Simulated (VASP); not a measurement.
# LiTi12 (a cell with a defect) in VASP: notebook

Runs on LiTi12 (a cell with a defect). Level: PBEsol. Tasks: single point.

Everything below comes from runs of VASP 6.6.1. Logs are shortened: lines on timing, memory, paths and dates and some standing lists are left out, and cuts for length are marked.

### 1 The cell of the first run

The cell holds a defect, 13 atoms: a = 5.900 Å, b = 8.850 Å, c = 4.685 Å, α = 90.00°, β = 90.00°, γ = 120.00°.

### 2 Single point, PBEsol

INCAR

```
PREC     = Accurate       # precision mode
ENCUT    = 520            # plane-wave cutoff, eV
EDIFF    = 1E-7           # SCF threshold, eV
ISMEAR   = 0              # smearing method
SIGMA    = 0.05           # smearing width, eV
LREAL    = F              # projectors in reciprocal space
LASPH    = T              # aspherical terms in the spheres
NELM     = 80             # most SCF steps
ALGO     = Normal         # electronic algorithm
ISIF     = 2              # what is computed and relaxed
LWAVE    = F              # write WAVECAR
LCHARG   = F              # write CHGCAR
GGA      = PS             # functional
NBANDS   = 86             # bands
```

KPOINTS

```
Automatic mesh
0
Gamma
  3 2 4
```

POSCAR

```
LiTi12
1.0
    5.9000000000      0.0000000000      0.0000000000
   -4.4250000000      7.6643250000      0.0000000000
    0.0000000000      0.0000000000      4.6846000000
Ti Li
12 1
Direct
    0.0284351040      0.0391284179      0.0336835903
    0.1551661931      0.2199560951      0.5297754326
    0.0117481093      0.3391462350      0.0429949348
    0.1695122633      0.5637280708      0.5724676191
    0.0176616189      0.6483130994      0.0648644636
    0.2084778855      0.9097774982      0.4344381471
    0.4986852314     -0.0070299361     -0.0712175481
    0.6567327193      0.2175953587      0.4579212954
    0.5122598086      0.3366497109     -0.0285667078
    0.6375829311      0.5159569574      0.4670645155
    0.4598207173      0.6472199066      0.0669645422
    0.6491488993      0.9084450681      0.4365525225
    0.8334275190      0.7777445178      0.7481165926
```

Potentials or basis: VASP PAW PBE potentials, release 64 (Ti_sv, Li_sv).

The run is started by

```console
$ cat potpaw_PBE.64/Ti_sv/POTCAR potpaw_PBE.64/Li_sv/POTCAR > POTCAR
$ mpirun -np 1 vasp_std > vasp.out
```

OUTCAR:

```text
PREC = Accurate
   ENCUT = 520
   EDIFF = 1E-7
   ISMEAR = 0
   LREAL = F
   LASPH = T
   NELM = 80
   ISIF = 2
   GGA = PS

 ion  position               nearest neighbor table
   1  0.028  0.039  0.034-  13 2.41   6 2.68  12 2.71   3 2.71   2 2.71   2 2.74   9 2.77
   2  0.155  0.220  0.530-   1 2.71   1 2.74  10 2.76   9 2.76   3 2.81  12 2.91   3 2.92
   3  0.012  0.339  0.043-   8 2.66  11 2.69   1 2.71   5 2.72   4 2.80   2 2.81   2 2.92
   4  0.170  0.564  0.572-   5 2.71  11 2.75   5 2.77  11 2.80   3 2.80
   5  0.018  0.648  0.065-  13 2.44  11 2.61   6 2.65  10 2.71   4 2.71   3 2.72   4 2.77   9 2.91

   6  0.208  0.910  0.434-  13 2.42  12 2.61   5 2.65   1 2.68   8 2.69   7 2.75   7 2.80
   7  0.499  0.993  0.929-  12 2.71   6 2.75  12 2.77   6 2.80   8 2.80
   8  0.657  0.218  0.458-   3 2.66   6 2.69  10 2.70  12 2.72   7 2.80   9 2.82   9 2.92
   9  0.512  0.337  0.971-  10 2.70  10 2.73   2 2.76   1 2.77   8 2.82   5 2.91   8 2.92
  10  0.638  0.516  0.467-  13 2.40  11 2.68   9 2.70   8 2.70   5 2.71   9 2.73   2 2.76
  11  0.460  0.647  0.067-  13 2.42   5 2.61  12 2.65  10 2.68   3 2.69   4 2.75   4 2.80
  12  0.649  0.908  0.437-  13 2.43   6 2.61  11 2.65   1 2.71   7 2.71   8 2.72   7 2.77   2 2.91

  13  0.833  0.778  0.748-  10 2.40   1 2.41   6 2.42  11 2.42  12 2.43   5 2.44

  LATTYP: Found a simple monoclinic cell.
 ALAT       =     5.9000000000
 B/A-ratio  =     0.7940000000
 C/A-ratio  =     1.3228756849
 COS(beta)  =    -0.1889822323

  Lattice vectors:

 A1 = (   5.9000000000,   0.0000000000,   0.0000000000)
 A2 = (   0.0000000000,   0.0000000000,   4.6846000000)
 A3 = (  -1.4750000000,  -7.6643250000,   0.0000000000)

Analysis of symmetry for initial positions (statically):
=====================================================================
 Subroutine PRICEL returns:
 Original cell was already a primitive cell.

 Routine SETGRP: Setting up the symmetry group for a
 simple monoclinic supercell.

 Subroutine GETGRP returns: Found  1 space group operations
 (whereof  1 operations were pure point group operations)
 out of a pool of  4 trial point group operations.

The static configuration has the point symmetry C_1 .

Analysis of symmetry for dynamics (positions and initial velocities):
=====================================================================
 Subroutine PRICEL returns:
 Original cell was already a primitive cell.

 Routine SETGRP: Setting up the symmetry group for a
 simple monoclinic supercell.

 Subroutine GETGRP returns: Found  1 space group operations
 (whereof  1 operations were pure point group operations)
 out of a pool of  4 trial point group operations.

The dynamic configuration has the point symmetry C_1 .

 Subroutine INISYM returns: Found  1 space group operations
 (whereof  1 operations are pure point group operations),
 and found     1 'primitive' translations

----------------------------------------------------------------------------------------

                                     Primitive cell

  volume of cell :     211.8354

  direct lattice vectors                    reciprocal lattice vectors
     5.900000000  0.000000000  0.000000000     0.169491525  0.097855976  0.000000000
    -4.425000000  7.664325000  0.000000000     0.000000000  0.130474634  0.000000000
     0.000000000  0.000000000  4.684600000     0.000000000  0.000000000  0.213465397

  length of vectors
     5.900000000  8.850000153  4.684600000     0.195711955  0.130474634  0.213465397

  position of ions in fractional coordinates (direct lattice)
     0.028435104  0.039128418  0.033683590
     0.155166193  0.219956095  0.529775433
     0.011748109  0.339146235  0.042994935
     0.169512263  0.563728071  0.572467619
     0.017661619  0.648313099  0.064864464
     0.208477886  0.909777498  0.434438147
     0.498685231  0.992970064  0.928782452
     0.656732719  0.217595359  0.457921295
     0.512259809  0.336649711  0.971433292
     0.637582931  0.515956957  0.467064515
     0.459820717  0.647219907  0.066964542
     0.649148899  0.908445068  0.436552523
     0.833427519  0.777744518  0.748116593

  ion indices of the primitive-cell ions
   primitive index   ion index
                 1           1
                 2           2
                 3           3
                 4           4
                 5           5
                 6           6
                 7           7
                 8           8
                 9           9
                10          10
                11          11
                12          12
                13          13

[... 22 lines left out ...]
|                                                                             |
|           W    W    AA    RRRRR   N    N  II  N    N   GGGG   !!!           |
|           W    W   A  A   R    R  NN   N  II  NN   N  G    G  !!!           |
|           W    W  A    A  R    R  N N  N  II  N N  N  G       !!!           |
|           W WW W  AAAAAA  RRRRR   N  N N  II  N  N N  G  GGG   !            |
|           WW  WW  A    A  R   R   N   NN  II  N   NN  G    G                |
|           W    W  A    A  R    R  N    N  II  N    N   GGGG   !!!           |
|                                                                             |
|     Your reciprocal lattice and k-lattice belong to different lattice       |
|     classes:                                                                |
|                                                                             |
|        The reciprocal lattice is simple monoclinic,                         |
|        whereas your k-lattice is hexagonal.                                 |
|                                                                             |
|     Results are often still useful ...                                      |
|                                                                             |
 -----------------------------------------------------------------------------

 Subroutine IBZKPT returns following result:
 ===========================================

 Found     14 irreducible k-points:

 Following reciprocal coordinates:
            Coordinates               Weight
  0.000000  0.000000  0.000000      1.000000
  0.333333 -0.000000  0.000000      2.000000
  0.000000  0.500000  0.000000      1.000000
  0.333333  0.500000  0.000000      2.000000
  0.000000  0.000000  0.250000      2.000000
  0.333333 -0.000000  0.250000      2.000000
 -0.333333  0.000000  0.250000      2.000000
  0.000000  0.500000  0.250000      2.000000
  0.333333  0.500000  0.250000      2.000000
 -0.333333  0.500000  0.250000      2.000000
  0.000000  0.000000  0.500000      1.000000
  0.333333 -0.000000  0.500000      2.000000
  0.000000  0.500000  0.500000      1.000000
  0.333333  0.500000  0.500000      2.000000
   k-points           NKPTS =     14   k-points in BZ     NKDIM =     14   number of bands    NBANDS=     86
   number of dos      NEDOS =    301   number of ions     NIONS =     13
   total plane-waves  NPLWV = 120960
   dimension x,y,z NGX =    48 NGY =   70 NGZ =   36
   dimension x,y,z NGXF=    96 NGYF=  140 NGZF=   72
   ions per type =              12   1
   NGX,Y,Z   is equivalent  to a cutoff of  13.53, 13.15, 12.78 a.u.
   NGXF,Y,Z  is equivalent  to a cutoff of  27.05, 26.30, 25.55 a.u.
 SYSTEM =  unknown system
   PREC   = accura    normal or accurate (medium, high low for compatibility)
   ISTART =      0    job   : 0-new  1-cont  2-samecut
   ICHARG =      2    charge: 1-file 2-atom 10-const
   ISPIN  =      1    spin polarized calculation?
   LNONCOLLINEAR =      F non collinear calculations
   LSORBIT =      F    spin-orbit coupling
   LASPH  =      T    aspherical Exc in radial PAW
   ENCUT  =  520.0 eV  38.22 Ry    6.18 a.u.  10.97 16.46  8.71*2*pi/ulx,y,z
   NELM   =     80;   NELMIN=  2; NELMDL= -5     # of ELM steps
   EDIFF  = 0.1E-06   stopping-criterion for ELM
   LREAL  =      F    real-space projection
   EDIFFG = 0.1E-05   stopping-criterion for IOM
   NSW    =      0    number of steps for IOM
   IBRION =     -1    ionic relax: 0-MD 1-quasi-New 2-CG
   NFREE  =      0    steps in history (QN), initial steepest desc. (CG)
   ISIF   =      2    stress and relaxation
   ISYM   =      2    0-nonsym 1-usesym 2-fastsym
   POTIM  = 0.5000    time-step for ionic-motion
   TEBEG  =    0.0;   TEEND  =   0.0 temperature during run
   PSTRESS=    0.0 pullay stress
   NELECT =     147.0000    total number of electrons
   NUPDOWN=      -1.0000    fix difference up-down
   EMIN   =  10.00;   EMAX   =-10.00  energy-range for DOS
   EFERMI =   0.00;   METHOD = LEGACY
   ISMEAR =     0;   SIGMA  =   0.05  broadening in eV -4-tet -1-fermi 0-gaus
   EFERMI_NEDOS =   21; number of points for ismear=-14 and -15
   IALGO  =     38    algorithm
   IMIX   =      4    mixing-type and parameters
     AMIX     =   0.40;   BMIX     =  1.00
     AMIX_MAG =   1.60;   BMIX_MAG =  1.00
  volume/ion in A,a.u.               =      16.30       109.96
  Fermi-wavevector in a.u.,A,eV,Ry     =   1.449376  2.738924 28.581642  2.100691
  Thomas-Fermi vector in A             =   2.567110
   LORBIT       =      0    0 simple, 1 ext, 2 COOP (PROOUT), +10 PAW based schemes
   GGA     = PS    functional components
   LHFCALC =     F    Hartree Fock is set to
   AEXX    =    0.0000 exact exchange contribution
   IVDW    =     0    specifies the selected vdW correction
   LEPSILON=     F    determine dielectric tensor
   LRPA    =     F    only Hartree local field effects (RPA)
 non-spin polarized calculation
 Gauss-broadening in eV      SIGMA  =   0.05
  energy-cutoff  :      520.00
  volume of cell :      211.84
 maximum number of plane-waves:      5706
 NGX is ok and might be reduce to    48
   NGX = 21   NGY = 33   NGZ = 17

 number of electron     147.0000004 magnetization

 Free energy of the ion-electron system (eV)
  ---------------------------------------------------
  ext. energy  EPLUGINS =         0.00000000
  ---------------------------------------------------
  free energy    TOTEN  =       -99.68132289 eV

  energy without entropy =      -99.66239290  energy(sigma->0) =      -99.67185789

 E-fermi :   8.1271     XC(G=0): -11.6381

 val. band max:        8.1128900680   @ k =   0.3333   0.5000   0.5000
 cond. band min:       8.1480171851   @ k =   0.3333   0.5000   0.0000
 fundamental gap:      0.0351271170
 Fermi energy:         8.1270543498

 k-point     1 :       0.0000    0.0000    0.0000
  band No.  band energies     occupation
      1     -48.3391      2.00000
      2     -48.3018      2.00000
      3     -48.2676      2.00000
      4     -48.2092      2.00000
      5     -48.1437      2.00000
      6     -48.1401      2.00000
[... 1221 lines left out ...]
     84       9.0694      0.00000
     85       9.2311      0.00000
 [bands above 85 left out]

------------------------ aborting loop because EDIFF is reached ----------------------------------------

  FORCE on cell =-STRESS in cart. coord.  units (eV):
  Direction    XX          YY          ZZ          XY          YZ          ZX
  --------------------------------------------------------------------------------------
  -------------------------------------------------------------------------------------
  Total       -1.2291163      0.8765130      5.5663504      0.0526729     -0.6994291      0.0489158
  in kB       -9.2961930      6.6293431     42.1000576      0.3983816     -5.2900024      0.3699653
  external PRESSURE =      13.1444025 kB  Pullay stress =       0.0000000 kB

 VOLUME and BASIS-vectors are now :
 -----------------------------------------------------------------------------
  energy-cutoff  :      520.00
  volume of cell :      211.84
      direct lattice vectors                 reciprocal lattice vectors
     5.900000000  0.000000000  0.000000000     0.169491525  0.097855976  0.000000000
    -4.425000000  7.664325000  0.000000000     0.000000000  0.130474634  0.000000000
     0.000000000  0.000000000  4.684600000     0.000000000  0.000000000  0.213465397

 POSITION                                       TOTAL-FORCE (eV/Angst)
 -----------------------------------------------------------------------------------
     -0.00538      0.29989      0.15779        -0.001043      0.031846      0.015248
     -0.05783      1.68581      2.48179         0.003555     -0.029390     -0.010729
     -1.43141      2.59933      0.20141        -0.008456     -0.001445      0.004970
     -1.49437      4.32060      2.68178        -0.015086     -0.005441      0.004029
     -2.76458      4.96888      0.30386         0.021507     -0.001612      0.006373
     -2.79575      6.97283      2.03517         0.006335      0.019931     -0.009723
     -1.45165      7.61045      4.35097        -0.005426     -0.001495      0.000729
      2.91186      1.66772      2.14518        -0.007306      0.005415     -0.004106
      1.53266      2.58019      4.55078         0.003536     -0.006178     -0.001463
      1.47863      3.95446      2.18801         0.010653      0.003287     -0.002326
     -0.15101      4.96050      0.31370        -0.006834     -0.010816      0.007076
     -0.18989      6.96262      2.04507         0.001550      0.000791     -0.004512
      1.47570      5.96089      3.50463        -0.002985     -0.004895     -0.005567
 -----------------------------------------------------------------------------------
    total drift:                               -0.000156     -0.000105     -0.000120

  FREE ENERGIE OF THE ION-ELECTRON SYSTEM (eV)
  ---------------------------------------------------
  free  energy   TOTEN  =       -99.6813228894 eV

  energy  without entropy=      -99.6623928992  energy(sigma->0) =      -99.67185789
```

It took 8 min on 1 thread of Intel Xeon Platinum 8488C (Sapphire Rapids), shared host; peak memory 0.43 GiB.

What came out:

```
Free energy            : -99.6813 eV
Largest force          : 0.035 eV/Å
Band gap on the k mesh : zero (an odd number of electrons rules out a gap without spin polarisation)
```

Forces on the atoms (eV/Å):
```
Ti  -0.001  0.032  0.015
Ti   0.004 -0.029 -0.011
Ti  -0.008 -0.001  0.005
Ti  -0.015 -0.005  0.004
Ti   0.022 -0.002  0.006
Ti   0.006  0.020 -0.010
Ti  -0.005 -0.001  0.001
Ti  -0.007  0.005 -0.004
Ti   0.004 -0.006 -0.001
Ti   0.011  0.003 -0.002
Ti  -0.007 -0.011  0.007
Ti   0.002  0.001 -0.005
Li  -0.003 -0.005 -0.006
```

Caveat: the k points lie up to 0.41 Å⁻¹ apart, too coarse for converged energies and pressures of a metal; the cutoff is under 1.25 times the usual one of these potentials, so pressure, stress and relaxed cells hold a basis-set (Pulay) error; the PAW data sets were made with another functional, which shifts forces and pressure a little.

### 3 Single point, PBEsol

INCAR

```
ALGO     = Normal         # electronic algorithm
EDIFF    = 1E-6           # SCF threshold, eV
ENCUT    = 520            # plane-wave cutoff, eV
GGA      = PS             # functional
ISIF     = 2              # what is computed and relaxed
ISMEAR   = 0              # smearing method
LASPH    = True           # aspherical terms in the spheres
LCHARG   = False          # write CHGCAR
LREAL    = False          # projectors in reciprocal space
LWAVE    = False          # write WAVECAR
NBANDS   = 86             # bands
NELM     = 60             # most SCF steps
PREC     = Accurate       # precision mode
SIGMA    = 0.05           # smearing width, eV
```

KPOINTS

```
k-points
0
Gamma
  3 2 4
```

POSCAR

```
LiTi12
1.0
    5.9000000000      0.0000000000      0.0000000000
   -4.4250000000      7.6643250000      0.0000000000
    0.0000000000      0.0000000000      4.6846000000
Ti Li
12 1
Direct
    0.0274243568      0.0387260992     -0.0318963744
    0.1541368010      0.2192788781      0.4724711392
    0.0102398759      0.3385735965     -0.0411288918
    0.1677986562      0.5630557393      0.4292519064
    0.0171604341      0.6482022396     -0.0631142079
    0.2073261257      0.9094075800      0.5670449854
    0.4973248795     -0.0075068001      0.0726306230
    0.6556653716      0.2173194438      0.5435620286
    0.5111145407      0.3357235005      0.0304242149
    0.6367514580      0.5156501665      0.5347323432
    0.4587059829      0.6465521478     -0.0652836113
    0.6480685302      0.9078722562      0.5650033445
    0.8320084473      0.7771893727      0.2536772702
```

Potentials or basis: VASP PAW PBE potentials, release 64 (Ti_sv, Li_sv).

The run is started by

```console
$ cat potpaw_PBE.64/Ti_sv/POTCAR potpaw_PBE.64/Li_sv/POTCAR > POTCAR
$ mpirun -np 1 vasp_std > vasp.out
```

Run time: 7.7 min. Hardware: 1 thread of Intel Xeon Platinum 8488C (Sapphire Rapids), shared host; peak memory 0.42 GiB.

It converged, with:

| Property | Result |
| --- | --- |
| Free energy | -99.6814 eV |
| Largest force | 0.023 eV/Å |
| Band gap on the k mesh | zero (an odd number of electrons rules out a gap without spin polarisation) |

Forces in eV/Å, atoms in the order of the input:
```
Ti  -0.004  0.013 -0.008
Ti  -0.005 -0.011 -0.001
Ti   0.002  0.001 -0.003
Ti   0.000  0.004  0.000
Ti   0.010 -0.015 -0.007
Ti   0.013  0.016  0.009
Ti   0.005 -0.001  0.003
Ti   0.001 -0.009  0.003
Ti  -0.006  0.015 -0.002
Ti   0.006 -0.011  0.006
Ti  -0.011 -0.013 -0.008
Ti  -0.013  0.011  0.009
Li   0.002 -0.002 -0.001
```

Levels at points of the mesh, in eV from the Fermi level:
| k point | band 70 | band 71 | band 72 | band 73 | band 74 | band 75 | band 76 | band 77 | band 78 | band 79 |
| --- | --- | --- | --- | --- | --- | --- | --- | --- | --- | --- |
| (0.00, 0.00, 0.00) | -0.58 | -0.30 | -0.12 | 0.11 | 0.24 | 0.29 | 0.31 | 0.61 | 0.72 | 0.73 |
| (0.00, 0.50, 0.00) | -0.42 | -0.34 | -0.08 | 0.06 | 0.08 | 0.25 | 0.32 | 0.52 | 0.71 | 0.72 |
| (0.00, 0.00, 0.50) | -0.30 | -0.29 | -0.27 | -0.13 | 0.02 | 0.04 | 0.33 | 0.47 | 0.52 | 0.63 |
| (0.00, 0.50, 0.50) | -0.27 | -0.26 | -0.24 | -0.08 | -0.03 | 0.06 | 0.46 | 0.49 | 0.51 | 0.70 |

Caveat: the k points lie up to 0.41 Å⁻¹ apart, too coarse for converged energies and pressures of a metal; the cutoff is under 1.25 times the usual one of these potentials, so pressure, stress and relaxed cells hold a basis-set (Pulay) error; the PAW data sets were made with another functional, which shifts forces and pressure a little.

The gap in the log of VASP goes by the Fermi energy; the results here count the filled bands.